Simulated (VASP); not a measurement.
A run of VASP 6.6.1 is set up as follows.

INCAR

```
SYSTEM = HfN
ALGO = Normal
EDIFF = 1E-7
ENCUT = 520
GGA = PE
ISIF = 2
ISMEAR = 0
LASPH = .True.
LCHARG = .False.
LREAL = .False.
LWAVE = .False.
NBANDS = 14
NELM = 60
PREC = Accurate
SIGMA = 0.15
```

File KPOINTS:

```
k-points
0
Gamma
  16 16 16
  0 0 0
```

File POSCAR:

```
HfN
1.0
    0.0000000000      2.4548220000      2.4548220000
    2.4548220000      0.0000000000      2.4548220000
    2.4548220000      2.4548220000      0.0000000000
Hf N
1 1
Direct
    0.0152760567      0.0152760567     -0.0152760567
    0.7500000000      0.7500000000      0.7500000000
```

Potentials or basis: VASP PAW PBE potentials, release 64 (Hf_pv, N).

Command:

```console
$ cat potpaw_PBE.64/Hf_pv/POTCAR potpaw_PBE.64/N/POTCAR > POTCAR
$ mpirun -np 1 vasp_std > vasp.out
```

(1) What does it give for the largest force?

(2) Predict the pressure.

## Answers

(1) 0.870 eV/Å.

(2) 0.3 GPa.

Caveat: the cell differs from its parent crystal (all Hf atoms moved +0.075 Å, as atom 1 along Cartesian [0 0 1]).
